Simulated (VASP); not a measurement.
PbO (Litharge):

```
CELL_PARAMETERS angstrom
4.04251 0.00000 0.00000
0.00000 4.04251 0.00000
0.00000 0.00000 5.07593
ATOMIC_POSITIONS crystal
Pb 0.50000 0.00000 0.76000
Pb 0.00000 0.50000 0.24000
O 0.50000 0.50000 0.00000
O 0.00000 0.00000 0.00000
```

Base run:

| Item | Value |
| --- | --- |
| Program | VASP 6.6.1 |
| Functional | BLYP |
| Potentials or basis | VASP PAW PBE potentials, release 64 (Pb_d, O) |
| Cutoff | 600 eV |
| k mesh | 7 × 7 × 6 |
| Occupations | fermi-dirac, width 0.05 eV |
| Spin | no spin polarisation |

Its results: band gap on the k mesh 1.56 eV, indirect (least direct gap 2.35 eV); pressure 3.4 GPa; largest force 0.183 eV/Å.

Question: The run is repeated on the same cell with these changes: functional from BLYP to PBE; cutoff from 600 eV to 520 eV. What comes out?

Answer: Band gap on the k mesh 1.47 eV, indirect (least direct gap 2.27 eV); pressure -0.1 GPa; largest force 0.458 eV/Å.

PBE binds more tightly than BLYP, so the same cell stands under less pressure.

Caveats: spin-orbit coupling is left out, which moves the levels of the heavy elements; the PAW data sets were made with another functional, which shifts forces and pressure a little (some runs).

A k mesh can miss the band edges.
